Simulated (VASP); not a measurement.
# AgI (P6_3mc) in VASP: further runs

The runs below take AgI through relaxation of cell and atoms, with r2SCAN.

Everything below comes from runs of VASP 6.6.1. Logs are shortened: lines on timing, memory, paths and dates and some standing lists are left out, and cuts for length are marked.

## Step 1: The cell of the first run

It takes space group P6_3mc (No. 186, hexagonal). The conventional cell has a = 4.649 Å, b = 4.649 Å, c = 7.599 Å, α = 90.00°, β = 90.00°, γ = 120.00°. Ag (site symmetry 3m) has 4 I at 2.85 Å within 3.8 Å. Within 3.8 Å of I (site symmetry 3m) lie 4 Ag at 2.85 Å.

## Step 2: Relaxation of cell and atoms, r2SCAN, target pressure 1 GPa, at which the enthalpy is minimised

POSCAR reads:

```
AgI
1.0
    4.6494879769      0.0000000000      0.0000000000
   -2.3247439884      4.0265747026      0.0000000000
    0.0000000000      0.0000000000      7.5985383238
Ag I
2 2
Direct
    0.6666666667      0.3333333333      0.6275184227
    0.3333333333      0.6666666667      0.1275184227
    0.6666666667      0.3333333333      0.0024815773
    0.3333333333      0.6666666667      0.5024815773
```

INCAR.step1 reads:

```
PREC = Accurate
ENCUT = 550
ISMEAR = 0
SIGMA = 0.01
LREAL = False
LASPH = True
NELM = 120
GGA = PE
ALGO = Normal
EDIFF = 1E-5
LWAVE = True
LCHARG = False
GGA_COMPAT = False
IBRION = 2
ISIF = 3
EDIFFG = -0.005
NELMIN = 4
NSW = 100
```

INCAR.step2 reads:

```
PREC = Accurate
ENCUT = 550
EDIFF = 1E-7
ISMEAR = 0
SIGMA = 0.01
LREAL = False
LASPH = True
NELM = 120
ALGO = Normal
ISIF = 3
LWAVE = False
LCHARG = False
METAGGA = R2SCAN
LMIXTAU = True
IBRION = 2
NSW = 100
EDIFFG = -0.002
PSTRESS = 10.0
ISTART = 1
GGA_COMPAT = False
NELMIN = 4
```

KPOINTS reads:

```
Automatic mesh
0
Gamma
  6 6 4
```

Potentials or basis: VASP PAW PBE potentials, release 64 (Ag, I).

Started as:

```sh
$ cat potpaw_PBE.64/Ag/POTCAR potpaw_PBE.64/I/POTCAR > POTCAR
$ cp INCAR.step1 INCAR
$ mpirun -np 1 vasp_std > vasp.out
$ cp INCAR.step2 INCAR
$ mpirun -np 1 vasp_std > vasp.out
```

OUTCAR:

```text
PREC = Accurate
   ENCUT = 550
   EDIFF = 1E-7
   ISMEAR = 0
   LREAL = False
   LASPH = True
   NELM = 120
   ISIF = 3
   METAGGA = R2SCAN
   IBRION = 2
   NSW = 100
   EDIFFG = -0.002
   PSTRESS = 10.0
   ISTART = 1
   NELMIN = 4

 ion  position               nearest neighbor table
   1  0.667  0.333  0.628-   4 2.85   4 2.85   4 2.85   3 2.85
   2  0.333  0.667  0.128-   3 2.85   3 2.85   3 2.85   4 2.85
   3  0.667  0.333  0.002-   2 2.85   2 2.85   2 2.85   1 2.85
   4  0.333  0.667  0.502-   1 2.85   1 2.85   1 2.85   2 2.85

  LATTYP: Found a hexagonal cell.
 ALAT       =     4.6494879769
 C/A-ratio  =     1.6342742172

  Lattice vectors:

 A1 = (   4.6494879769,   0.0000000000,   0.0000000000)
 A2 = (  -2.3247439884,   4.0265747026,   0.0000000000)
 A3 = (   0.0000000000,   0.0000000000,   7.5985383238)

Analysis of symmetry for initial positions (statically):
=====================================================================
 Subroutine PRICEL returns:
 Original cell was already a primitive cell.

 Routine SETGRP: Setting up the symmetry group for a
 hexagonal supercell.

 Subroutine GETGRP returns: Found 12 space group operations
 (whereof  6 operations were pure point group operations)
 out of a pool of 24 trial point group operations.

The static configuration has the point symmetry C_3v.
 The point group associated with its full space group is C_6v.

Analysis of symmetry for dynamics (positions and initial velocities):
=====================================================================
 Subroutine PRICEL returns:
 Original cell was already a primitive cell.

 Routine SETGRP: Setting up the symmetry group for a
 hexagonal supercell.

 Subroutine GETGRP returns: Found 12 space group operations
 (whereof  6 operations were pure point group operations)
 out of a pool of 24 trial point group operations.

The dynamic configuration has the point symmetry C_3v.
 The point group associated with its full space group is C_6v.

 Subroutine INISYM returns: Found 12 space group operations
 (whereof  6 operations are pure point group operations),
 and found     1 'primitive' translations

----------------------------------------------------------------------------------------

                                     Primitive cell

[... 74 lines left out ...]
   total plane-waves  NPLWV =  77760
   dimension x,y,z NGX =    36 NGY =   36 NGZ =   60
   dimension x,y,z NGXF=    72 NGYF=   72 NGZF=  120
   ions per type =               2   2
   NGX,Y,Z   is equivalent  to a cutoff of  12.87, 12.87, 13.13 a.u.
   NGXF,Y,Z  is equivalent  to a cutoff of  25.74, 25.74, 26.25 a.u.
 SYSTEM =  unknown system
   PREC   = accura    normal or accurate (medium, high low for compatibility)
   ISTART =      1    job   : 0-new  1-cont  2-samecut
   ICHARG =      0    charge: 1-file 2-atom 10-const
   ISPIN  =      1    spin polarized calculation?
   LNONCOLLINEAR =      F non collinear calculations
   LSORBIT =      F    spin-orbit coupling
   LASPH  =      T    aspherical Exc in radial PAW
   ENCUT  =  550.0 eV  40.42 Ry    6.36 a.u.   8.89  8.89 14.53*2*pi/ulx,y,z
   NELM   =    120;   NELMIN=  4; NELMDL=  0     # of ELM steps
   EDIFF  = 0.1E-06   stopping-criterion for ELM
   LREAL  =      F    real-space projection
   EDIFFG = -.2E-02   stopping-criterion for IOM
   NSW    =    100    number of steps for IOM
   IBRION =      2    ionic relax: 0-MD 1-quasi-New 2-CG
   NFREE  =      1    steps in history (QN), initial steepest desc. (CG)
   ISIF   =      3    stress and relaxation
   ISYM   =      2    0-nonsym 1-usesym 2-fastsym
   POTIM  = 0.5000    time-step for ionic-motion
   TEBEG  =    0.0;   TEEND  =   0.0 temperature during run
   PSTRESS=   10.0 pullay stress
   NELECT =      36.0000    total number of electrons
   NUPDOWN=      -1.0000    fix difference up-down
   EMIN   =  10.00;   EMAX   =-10.00  energy-range for DOS
   EFERMI =   0.00;   METHOD = LEGACY
   ISMEAR =     0;   SIGMA  =   0.01  broadening in eV -4-tet -1-fermi 0-gaus
   EFERMI_NEDOS =   21; number of points for ismear=-14 and -15
   IALGO  =     38    algorithm
   IMIX   =      4    mixing-type and parameters
     AMIX     =   0.40;   BMIX     =  1.00
     AMIX_MAG =   1.60;   BMIX_MAG =  1.00
  volume/ion in A,a.u.               =      35.56       240.00
  Fermi-wavevector in a.u.,A,eV,Ry     =   1.035505  1.956820 14.589115  1.072270
  Thomas-Fermi vector in A             =   2.169851
   LORBIT       =      0    0 simple, 1 ext, 2 COOP (PROOUT), +10 PAW based schemes
   METAGGA = R2SCAN    functional components
   LHFCALC =     F    Hartree Fock is set to
   AEXX    =    0.0000 exact exchange contribution
   IVDW    =     0    specifies the selected vdW correction
   LEPSILON=     F    determine dielectric tensor
   LRPA    =     F    only Hartree local field effects (RPA)
 conjugate gradient relaxation of ions
 non-spin polarized calculation
 Gauss-broadening in eV      SIGMA  =   0.01
  energy-cutoff  :      550.00
  volume of cell :      142.26
 maximum number of plane-waves:      4182
 NGX is ok and might be reduce to    36
   NGX = 17   NGY = 17   NGZ = 29

--------------------------------------- Ionic step        1  -------------------------------------------

 number of electron      36.0000007 magnetization

 Free energy of the ion-electron system (eV)
  ---------------------------------------------------
  ext. energy  EPLUGINS =         0.00000000
  ---------------------------------------------------
  free energy    TOTEN  =       -93.05242867 eV

  energy without entropy =      -93.05242867  energy(sigma->0) =      -93.05242867

------------------------ aborting loop because EDIFF is reached ----------------------------------------

  FORCE on cell =-STRESS in cart. coord.  units (eV):
  Direction    XX          YY          ZZ          XY          YZ          ZX
  --------------------------------------------------------------------------------------
  -------------------------------------------------------------------------------------
  Total       -0.0831555     -0.0831555     -0.0894403     -0.0000000     -0.0000000      0.0000000
  in kB       -0.9365492     -0.9365492     -1.0073330     -0.0000000     -0.0000000      0.0000000
  external PRESSURE =     -10.9601438 kB  Pullay stress =      10.0000000 kB
[... 307 lines left out ...]
--------------------------------------- Ionic step        9  -------------------------------------------

 number of electron      36.0000006 magnetization

 Free energy of the ion-electron system (eV)
  ---------------------------------------------------
  ext. energy  EPLUGINS =         0.00000000
  ---------------------------------------------------
  free energy    TOTEN  =       -93.03937148 eV

  energy without entropy =      -93.03937148  energy(sigma->0) =      -93.03937148

 E-fermi :   2.9069     XC(G=0):  -8.9246

 val. band max:        2.8454042607   @ k =   0.0000   0.0000   0.0000
 cond. band min:       4.6749558373   @ k =   0.0000   0.0000   0.0000
 fundamental gap:      1.8295515766
 Fermi energy:         2.9068543453

 k-point     1 :       0.0000    0.0000    0.0000
  band No.  band energies     occupation
      1     -10.3523      2.00000
      2     -10.0508      2.00000
      3      -1.4628      2.00000
      4      -1.4497      2.00000
      5      -1.4497      2.00000
      6      -1.3793      2.00000
[... 549 lines left out ...]
  energy  without entropy=      -93.0393714827  energy(sigma->0) =      -93.03937148

  enthalpy is  TOTEN    =       -92.1818697601 eV   P V=        0.8575017227

 reached required accuracy - stopping structural energy minimisation
```

OUTCAR.step1:

```text
PREC = Accurate
   ENCUT = 550
   ISMEAR = 0
   LREAL = False
   LASPH = True
   NELM = 120
   GGA = PE
   EDIFF = 1E-5
   IBRION = 2
   ISIF = 3
   EDIFFG = -0.005
[... 476 lines left out ...]
 cond. band min:       3.8612639662   @ k =   0.0000   0.0000   0.0000
 fundamental gap:      1.3694313639
 Fermi energy:         2.5409351830

 k-point     1 :       0.0000    0.0000    0.0000
  band No.  band energies     occupation
      1      -9.9998      2.00000
      2      -9.7530      2.00000
      3      -1.3688      2.00000
      4      -1.3675      2.00000
      5      -1.3675      2.00000
      6      -1.2706      2.00000
[... 545 lines left out ...]
  FREE ENERGIE OF THE ION-ELECTRON SYSTEM (eV)
  ---------------------------------------------------
  free  energy   TOTEN  =        -9.5791737098 eV

  energy  without entropy=       -9.5791737098  energy(sigma->0) =       -9.57917371

 reached required accuracy - stopping structural energy minimisation
```

OSZICAR.step1:

```text
N       E                     dE             d eps       ncg     rms          rms(c)
DAV:   1     0.217606094169E+03    0.21761E+03   -0.16289E+04   924   0.147E+03
DAV:   2     0.150820708125E+01   -0.21610E+03   -0.21029E+03  1074   0.272E+02
DAV:   3    -0.952277438463E+01   -0.11031E+02   -0.10983E+02  1098   0.618E+01
DAV:   4    -0.974081603013E+01   -0.21804E+00   -0.21799E+00  1174   0.892E+00
[... 59 lines left out ...]
DAV:   1    -0.958164942278E+01   -0.25492E-02   -0.45676E-02   924   0.202E+00    0.342E-01
DAV:   2    -0.957931624507E+01    0.23332E-02   -0.80386E-03   936   0.104E+00    0.104E-01
DAV:   3    -0.957919670239E+01    0.11954E-03   -0.67238E-04   948   0.167E-01    0.860E-02
DAV:   4    -0.957917874598E+01    0.17956E-04   -0.15913E-04   936   0.138E-01    0.186E-02
DAV:   5    -0.957917370981E+01    0.50362E-05   -0.59238E-05   948   0.788E-02
   8 F= -.95791737E+01 E0= -.95791737E+01  d E =-.780680E-04
```

Wall time 14 min (1 thread of Intel Xeon 6975P-C (Granite Rapids), shared host); peak memory 0.33 GiB.

Results:

```yaml
Free_energy: -93.0394 eV
Relaxed_volume: 34.35 Å³/atom
Relaxed_cell: a = 4.592 Å, b = 4.592 Å, c = 7.525 Å, α = 90.00°, β = 90.00°, γ = 120.00°
Space_group_after_relaxing_to_0.1_Å: P6_3mc (No. 186)
Energy_change_on_relaxing_the_run_minimises_the_enthalpy: +3.3 meV/atom
Ionic_steps: 9
Pressure_after_relaxing: 1.0 GPa
Band_gap_on_the_k_mesh: 1.83 eV
```

The path:
```
step  energy change (eV)  largest force (eV/Å)  pressure (GPa)  volume (Å³)
   1              0.0000                0.0003           -0.10       142.26
   2              0.0136                0.0028            1.02       137.31
   3              0.0130                0.0027            1.00       137.40
   4              0.0130                0.0026            1.00       137.40
   5              0.0130                0.0026            1.00       137.40
   6              0.0130                0.0030            1.00       137.39
   7              0.0131                0.0035            1.00       137.39
   8              0.0131                0.0028            1.00       137.39
   9              0.0131                0.0006            1.00       137.39
```

Final structure:
```
Ag I
1.0
     4.59151    0.00000    0.00000
    -2.29575    3.97636    0.00000
     0.00000    0.00000    7.52496
Ag I
2 2
Direct
  0.66667 0.33333 0.62801
  0.33333 0.66667 0.12801
  0.66667 0.33333 0.00199
  0.33333 0.66667 0.50199
```

Levels at points of the mesh, in eV from the valence-band top:
```tsv
k point	band 15	band 16	band 17	band 18	band 19	band 20	band 21	band 22
(0.00, 0.00, 0.00)	-0.73	-0.07	0.00	0.00	1.83	3.09	6.23	6.23
(0.50, 0.00, 0.00)	-2.22	-1.82	-1.05	-0.72	3.77	3.94	5.08	6.31
(0.00, 0.00, 0.50)	-0.37	-0.37	-0.37	-0.37	3.12	3.12	6.02	6.02
(0.50, 0.00, 0.50)	-1.26	-1.26	-1.26	-1.26	3.63	3.63	5.24	5.24
```

Caveat: the cell is relaxed towards a set pressure, so the run minimises the enthalpy, not the energy; the PAW data sets were made with another functional, which shifts forces and pressure a little; spin-orbit coupling is left out, which moves the levels of the heavy elements.

[end of part 1 of 2]
